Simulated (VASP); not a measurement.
# GaN in VASP: further runs

The runs below take GaN through single point, with PBE.

All numbers are computed with VASP 6.6.1; they aren't measurements. Logs are shortened: lines on timing, memory, paths and dates and some standing lists are left out, and cuts for length are marked.

### Step 1. The cell of the first run

It takes space group F-43m (No. 216, cubic). The conventional cell has a = 4.543 Å, b = 4.543 Å, c = 4.543 Å, α = 90.00°, β = 90.00°, γ = 90.00°. Ga (site symmetry -43m) has 4 N at 1.97 Å within 2.6 Å. Within 2.6 Å of N (site symmetry -43m) lie 4 Ga at 1.97 Å.

### Step 2. Single point, PBE (strain +1.0%)

INCAR reads:

```
SYSTEM = GaN
ALGO     = Normal         ! electronic algorithm
EDIFF    = 1E-7           ! SCF threshold, eV
ENCUT    = 520            ! plane-wave cutoff, eV
GGA      = PE             ! functional
ISIF     = 2              ! what is computed and relaxed
ISMEAR   = 0              ! smearing method
LASPH    = .True.         ! aspherical terms in the spheres
LCHARG   = .False.        ! write CHGCAR
LREAL    = .False.        ! projectors in reciprocal space
LWAVE    = .False.        ! write WAVECAR
NBANDS   = 16             ! bands
NELM     = 60             ! most SCF steps
PREC     = Accurate       ! precision mode
SIGMA    = 0.01           ! smearing width, eV
```

KPOINTS reads:

```
k-points
0
Gamma
  6 6 6
  0 0 0
```

POSCAR reads:

```
GaN
1.0
    0.0000000000      2.2714420703      2.2714420703
    2.2714420703      0.0000000000      2.2714420703
    2.2714420703      2.2714420703      0.0000000000
Ga N
1 1
Direct
    0.0000000000      0.0000000000      0.0000000000
    0.2500000000      0.2500000000      0.2500000000
```

Potentials or basis: VASP PAW PBE potentials, release 64 (Ga_d, N).

Launch:

```bash
> cat potpaw_PBE.64/Ga_d/POTCAR potpaw_PBE.64/N/POTCAR > POTCAR
> mpirun -np 1 vasp_std > vasp.out
```

OUTCAR:

```text
SYSTEM = GaN
   EDIFF = 1E-7
   ENCUT = 520
   GGA = PE
   ISIF = 2
   ISMEAR = 0
   LASPH = .True.
   LREAL = .False.
   NELM = 60
   PREC = Accurate

 ion  position               nearest neighbor table
   1  0.000  0.000  0.000-   2 1.97   2 1.97   2 1.97   2 1.97
   2  0.250  0.250  0.250-   1 1.97   1 1.97   1 1.97   1 1.97

  LATTYP: Found a face centered cubic cell.
 ALAT       =     4.5428841406

  Lattice vectors:

 A1 = (   0.0000000000,   2.2714420703,   2.2714420703)
 A2 = (   2.2714420703,   0.0000000000,   2.2714420703)
 A3 = (   2.2714420703,   2.2714420703,   0.0000000000)

Analysis of symmetry for initial positions (statically):
=====================================================================
 Subroutine PRICEL returns:
 Original cell was already a primitive cell.

 Routine SETGRP: Setting up the symmetry group for a
 face centered cubic supercell.

 Subroutine GETGRP returns: Found 24 space group operations
 (whereof 24 operations were pure point group operations)
 out of a pool of 48 trial point group operations.

The static configuration has the point symmetry T_d .

Analysis of symmetry for dynamics (positions and initial velocities):
=====================================================================
 Subroutine PRICEL returns:
 Original cell was already a primitive cell.

 Routine SETGRP: Setting up the symmetry group for a
 face centered cubic supercell.

 Subroutine GETGRP returns: Found 24 space group operations
 (whereof 24 operations were pure point group operations)
 out of a pool of 48 trial point group operations.

The dynamic configuration has the point symmetry T_d .

 Subroutine INISYM returns: Found 24 space group operations
 (whereof 24 operations are pure point group operations),
 and found     1 'primitive' translations

----------------------------------------------------------------------------------------

                                     Primitive cell

  volume of cell :      23.4388

  direct lattice vectors                    reciprocal lattice vectors
     0.000000000  2.271442070  2.271442070    -0.220124478  0.220124478  0.220124478
     2.271442070  0.000000000  2.271442070     0.220124478 -0.220124478  0.220124478
     2.271442070  2.271442070  0.000000000     0.220124478  0.220124478 -0.220124478

  length of vectors
     3.212304182  3.212304182  3.212304182     0.381266780  0.381266780  0.381266780

[... 70 lines left out ...]
   NELM   =     60;   NELMIN=  2; NELMDL= -5     # of ELM steps
   EDIFF  = 0.1E-06   stopping-criterion for ELM
   LREAL  =      F    real-space projection
   EDIFFG = 0.1E-05   stopping-criterion for IOM
   NSW    =      0    number of steps for IOM
   IBRION =     -1    ionic relax: 0-MD 1-quasi-New 2-CG
   NFREE  =      0    steps in history (QN), initial steepest desc. (CG)
   ISIF   =      2    stress and relaxation
   ISYM   =      2    0-nonsym 1-usesym 2-fastsym
   POTIM  = 0.5000    time-step for ionic-motion
   TEBEG  =    0.0;   TEEND  =   0.0 temperature during run
   PSTRESS=    0.0 pullay stress
   NELECT =      18.0000    total number of electrons
   NUPDOWN=      -1.0000    fix difference up-down
   EMIN   =  10.00;   EMAX   =-10.00  energy-range for DOS
   EFERMI =   0.00;   METHOD = LEGACY
   ISMEAR =     0;   SIGMA  =   0.01  broadening in eV -4-tet -1-fermi 0-gaus
   EFERMI_NEDOS =   21; number of points for ismear=-14 and -15
   IALGO  =     38    algorithm
   IMIX   =      4    mixing-type and parameters
     AMIX     =   0.40;   BMIX     =  1.00
     AMIX_MAG =   1.60;   BMIX_MAG =  1.00
  volume/ion in A,a.u.               =      11.72        79.09
  Fermi-wavevector in a.u.,A,eV,Ry     =   1.499181  2.833041 30.579679  2.247543
  Thomas-Fermi vector in A             =   2.610844
   LORBIT       =      0    0 simple, 1 ext, 2 COOP (PROOUT), +10 PAW based schemes
   GGA     = PE    functional components
   LHFCALC =     F    Hartree Fock is set to
   AEXX    =    0.0000 exact exchange contribution
   IVDW    =     0    specifies the selected vdW correction
   LEPSILON=     F    determine dielectric tensor
   LRPA    =     F    only Hartree local field effects (RPA)
 non-spin polarized calculation
 Gauss-broadening in eV      SIGMA  =   0.01
  energy-cutoff  :      520.00
  volume of cell :       23.44
 maximum number of plane-waves:       641
   NGX = 11   NGY = 11   NGZ = 11

 number of electron      17.9999987 magnetization

 Free energy of the ion-electron system (eV)
  ---------------------------------------------------
  ext. energy  EPLUGINS =         0.00000000
  ---------------------------------------------------
  free energy    TOTEN  =       -12.14861297 eV

  energy without entropy =      -12.14861297  energy(sigma->0) =      -12.14861297

 E-fermi :   5.1319     XC(G=0): -11.5390

 val. band max:        5.0310012161   @ k =   0.0000   0.0000   0.0000
 cond. band min:       6.5997931503   @ k =   0.0000   0.0000   0.0000
 fundamental gap:      1.5687919342
 Fermi energy:         5.1319039912

 k-point     1 :       0.0000    0.0000    0.0000
  band No.  band energies     occupation
      1     -10.7035      2.00000
      2      -8.3986      2.00000
      3      -8.3986      2.00000
      4      -8.3986      2.00000
      5      -8.1025      2.00000
      6      -8.1025      2.00000
[... 281 lines left out ...]
      3      -8.2100      2.00000
      4      -8.1094      2.00000
      5      -8.0651      2.00000
      6      -6.2265      2.00000
[... 8 lines left out ...]
     15      25.4482      0.00000
     16      27.6350      0.00000

------------------------ aborting loop because EDIFF is reached ----------------------------------------

  FORCE on cell =-STRESS in cart. coord.  units (eV):
  Direction    XX          YY          ZZ          XY          YZ          ZX
  --------------------------------------------------------------------------------------
  -------------------------------------------------------------------------------------
  Total        0.0983339      0.0983339      0.0983339     -0.0000000      0.0000000     -0.0000000
  in kB        6.7216929      6.7216929      6.7216929     -0.0000000      0.0000000     -0.0000000
  external PRESSURE =       6.7216929 kB  Pullay stress =       0.0000000 kB

 VOLUME and BASIS-vectors are now :
 -----------------------------------------------------------------------------
  energy-cutoff  :      520.00
  volume of cell :       23.44
      direct lattice vectors                 reciprocal lattice vectors
     0.000000000  2.271442070  2.271442070    -0.220124478  0.220124478  0.220124478
     2.271442070  0.000000000  2.271442070     0.220124478 -0.220124478  0.220124478
     2.271442070  2.271442070  0.000000000     0.220124478  0.220124478 -0.220124478

 POSITION                                       TOTAL-FORCE (eV/Angst)
 -----------------------------------------------------------------------------------
      0.00000      0.00000      0.00000         0.000000      0.000000     -0.000000
      1.13572      1.13572      1.13572        -0.000000     -0.000000      0.000000
 -----------------------------------------------------------------------------------
    total drift:                                0.000002      0.000002      0.000001

  FREE ENERGIE OF THE ION-ELECTRON SYSTEM (eV)
  ---------------------------------------------------
  free  energy   TOTEN  =       -12.1486129656 eV

  energy  without entropy=      -12.1486129656  energy(sigma->0) =      -12.14861297
```

OSZICAR:

```text
N       E                     dE             d eps       ncg     rms          rms(c)
DAV:   1     0.870536894158E+02    0.87054E+02   -0.95306E+03   560   0.204E+03
DAV:   2    -0.775045544849E+01   -0.94804E+02   -0.88961E+02   552   0.341E+02
DAV:   3    -0.140443072630E+02   -0.62939E+01   -0.62640E+01   608   0.732E+01
DAV:   4    -0.141148547055E+02   -0.70547E-01   -0.70540E-01   632   0.842E+00
DAV:   5    -0.141157927022E+02   -0.93800E-03   -0.93798E-03   632   0.885E-01    0.764E+00
DAV:   6    -0.121507737066E+02    0.19650E+01   -0.49713E+00   752   0.390E+01    0.269E+00
DAV:   7    -0.121563374067E+02   -0.55637E-02   -0.30423E-01   584   0.662E+00    0.176E+00
DAV:   8    -0.121525437850E+02    0.37936E-02   -0.61047E-02   576   0.316E+00    0.814E-01
DAV:   9    -0.121483071901E+02    0.42366E-02   -0.13649E-02   760   0.259E+00    0.215E-01
DAV:  10    -0.121486997377E+02   -0.39255E-03   -0.14497E-03   600   0.502E-01    0.112E-01
DAV:  11    -0.121486083615E+02    0.91376E-04   -0.25886E-04   768   0.247E-01    0.772E-03
DAV:  12    -0.121486132771E+02   -0.49156E-05   -0.28978E-05   560   0.488E-02    0.893E-03
DAV:  13    -0.121486130480E+02    0.22913E-06   -0.61917E-07   656   0.137E-02    0.268E-03
DAV:  14    -0.121486129656E+02    0.82320E-07   -0.46116E-08   448   0.266E-03
   1 F= -.12148613E+02 E0= -.12148613E+02  d E =-.475075E-48
```

Wall time 15 s (1 thread of Intel Xeon 6975P-C, shared host); peak memory 0.14 GiB.

Results:

* Free energy: -12.1486 eV
* Pressure: 0.7 GPa
* Band gap on the k mesh: 1.57 eV, direct

Levels at points of the mesh, in eV from the valence-band top:
```csv
k point,band 5,band 6,band 7,band 8,band 9,band 10,band 11,band 12,band 13,band 14
"(0.00, 0.00, 0.00)",-13.13,-13.13,0.00,0.00,0.00,1.57,10.15,10.15,10.15,17.28
"(0.50, 0.00, 0.00)",-13.09,-11.88,-6.89,-0.94,-0.94,4.47,8.61,10.24,10.24,15.43
"(0.50, 0.50, 0.00)",-13.06,-11.46,-6.03,-2.62,-2.62,3.34,6.52,11.54,13.71,13.71
```

Caveat: the cell differs from its parent crystal (strain +1.0%).

### Step 3. Single point, PBE (epitaxial xy strain -1.0%)

INCAR reads:

```
ALGO     = Normal         # electronic algorithm
EDIFF    = 1E-6           # SCF threshold, eV
ENCUT    = 520            # plane-wave cutoff, eV
GGA      = PE             # functional
ISIF     = 2              # what is computed and relaxed
ISMEAR   = 0              # smearing method
LASPH    = T              # aspherical terms in the spheres
LCHARG   = F              # write CHGCAR
LREAL    = F              # projectors in reciprocal space
LWAVE    = F              # write WAVECAR
NBANDS   = 16             # bands
NELM     = 100            # most SCF steps
PREC     = Accurate       # precision mode
SIGMA    = 0.01           # smearing width, eV
```

KPOINTS reads:

```
k-points
0
Gamma
  6 6 6
```

POSCAR reads:

```
GaN
1.0
    0.0000000000      2.2264630194      2.2727256606
    2.2264630194      0.0000000000      2.2727256606
    2.2264630194      2.2264630194      0.0000000000
Ga N
1 1
Direct
    0.0000000000      0.0000000000      0.0000000000
    0.2500000000      0.2500000000      0.2500000000
```

Potentials or basis: VASP PAW PBE potentials, release 64 (Ga_d, N).

Launch:

```bash
> cat potpaw_PBE.64/Ga_d/POTCAR potpaw_PBE.64/N/POTCAR > POTCAR
> mpirun -np 1 vasp_std > vasp.out
```

It took 22 s on 1 thread of Intel Xeon 6975P-C, shared host; peak memory 0.14 GiB.

Results (log left out):

```
Free energy            : -12.1215 eV
Pressure               : 8.1 GPa
Band gap on the k mesh : 1.79 eV, direct
```

Stress tensor (GPa, compression positive):
```
9.00 0.00 0.00
0.00 9.00 0.00
0.00 0.00 6.41
```

Levels at points of the mesh, in eV from the valence-band top:
| k point | band 5 | band 6 | band 7 | band 8 | band 9 | band 10 | band 11 | band 12 | band 13 | band 14 |
| --- | --- | --- | --- | --- | --- | --- | --- | --- | --- | --- |
| (0.00, 0.00, 0.00) | -13.16 | -13.16 | -0.10 | 0.00 | 0.00 | 1.79 | 10.35 | 10.35 | 10.40 | 17.78 |
| (0.50, 0.00, 0.00) | -13.10 | -11.91 | -7.17 | -1.10 | -0.94 | 4.70 | 8.77 | 10.27 | 10.57 | 15.72 |
| (0.50, 0.50, 0.00) | -13.08 | -11.57 | -6.37 | -2.68 | -2.68 | 3.41 | 6.94 | 11.59 | 14.17 | 14.17 |
| (0.50, 0.00, 0.50) | -13.08 | -11.45 | -6.15 | -2.84 | -2.84 | 3.28 | 6.61 | 11.88 | 13.81 | 14.30 |

Caveat: the cell differs from its parent crystal (epitaxial xy strain -1.0%).

### Step 4. Single point, PBE (uniaxial x strain +3.0%)

INCAR reads:

```
SYSTEM = GaN
PREC     = Accurate       ! precision mode
ENCUT    = 520            ! plane-wave cutoff, eV
EDIFF    = 1E-7           ! SCF threshold, eV
ISMEAR   = 0              ! smearing method
SIGMA    = 0.01           ! smearing width, eV
LREAL    = .FALSE.        ! projectors in reciprocal space
LASPH    = .TRUE.         ! aspherical terms in the spheres
NELM     = 80             ! most SCF steps
ALGO     = Normal         ! electronic algorithm
ISIF     = 2              ! what is computed and relaxed
LWAVE    = .FALSE.        ! write WAVECAR
LCHARG   = .FALSE.        ! write CHGCAR
GGA      = PE             ! functional
NBANDS   = 16             ! bands
```

KPOINTS reads:

```
Automatic mesh
0
G
  6 6 6
  0 0 0
```

POSCAR reads:

```
GaN
1.0
    0.0000000000      2.2489525448      2.2489525448
    2.3164211212      0.0000000000      2.2489525448
    2.3164211212      2.2489525448      0.0000000000
Ga N
1 1
Direct
    0.0000000000      0.0000000000      0.0000000000
    0.2500000000      0.2500000000      0.2500000000
```

Potentials or basis: VASP PAW PBE potentials, release 64 (Ga_d, N).

Launch:

```bash
> cat potpaw_PBE.64/Ga_d/POTCAR potpaw_PBE.64/N/POTCAR > POTCAR
> mpirun -np 1 vasp_std > vasp.out
```

OUTCAR:

```text
SYSTEM = GaN
   PREC = Accurate
   ENCUT = 520
   EDIFF = 1E-7
   ISMEAR = 0
   LREAL = .FALSE.
   LASPH = .TRUE.
   NELM = 80
   ISIF = 2
   GGA = PE

 ion  position               nearest neighbor table
   1  0.000  0.000  0.000-   2 1.97   2 1.97   2 1.97   2 1.97
   2  0.250  0.250  0.250-   1 1.97   1 1.97   1 1.97   1 1.97

  LATTYP: Found a body centered tetragonal cell.
 ALAT       =     3.1804991900
 C/A-ratio  =     1.4566399693

  Lattice vectors:

 A1 = (   2.3164211212,   0.0000000000,   2.2489525448)
[... 626 lines left out ...]
      4      -8.1262      2.00000
      5      -8.0725      2.00000
      6      -6.3486      2.00000
[... 8 lines left out ...]
     15      23.6132      0.00000
     16      27.5156      0.00000

 [... further k-points ...]
[... 5 lines left out ...]
  --------------------------------------------------------------------------------------
  -------------------------------------------------------------------------------------
  Total       -0.2801418      0.2865705      0.2865705      0.0000000      0.0000000     -0.0000000
  in kB      -19.1549218     19.5944871     19.5944871      0.0000000      0.0000000     -0.0000000
  external PRESSURE =       6.6780174 kB  Pullay stress =       0.0000000 kB

 VOLUME and BASIS-vectors are now :
 -----------------------------------------------------------------------------
  energy-cutoff  :      520.00
  volume of cell :       23.43
      direct lattice vectors                 reciprocal lattice vectors
     0.000000000  2.248952545  2.248952545    -0.215850216  0.222325723  0.222325723
     2.316421121  0.000000000  2.248952545     0.215850216 -0.222325723  0.222325723
     2.316421121  2.248952545  0.000000000     0.215850216  0.222325723 -0.222325723

 POSITION                                       TOTAL-FORCE (eV/Angst)
 -----------------------------------------------------------------------------------
      0.00000      0.00000      0.00000         0.000000      0.000000      0.000000
      1.15821      1.12448      1.12448         0.000000     -0.000000     -0.000000
 -----------------------------------------------------------------------------------
    total drift:                                0.000003      0.000001      0.000001

  FREE ENERGIE OF THE ION-ELECTRON SYSTEM (eV)
  ---------------------------------------------------
  free  energy   TOTEN  =       -12.1431225026 eV

  energy  without entropy=      -12.1431225026  energy(sigma->0) =      -12.14312250
```

Run time: 27 s. Hardware: 1 thread of Intel Xeon 6975P-C, shared host; peak memory 0.14 GiB.

Results:

```
Free energy            : -12.1431 eV
Pressure               : 0.7 GPa
Band gap on the k mesh : 1.52 eV, direct
```

Caveat: the cell differs from its parent crystal (uniaxial x strain +3.0%).

[end of part 1 of 2]
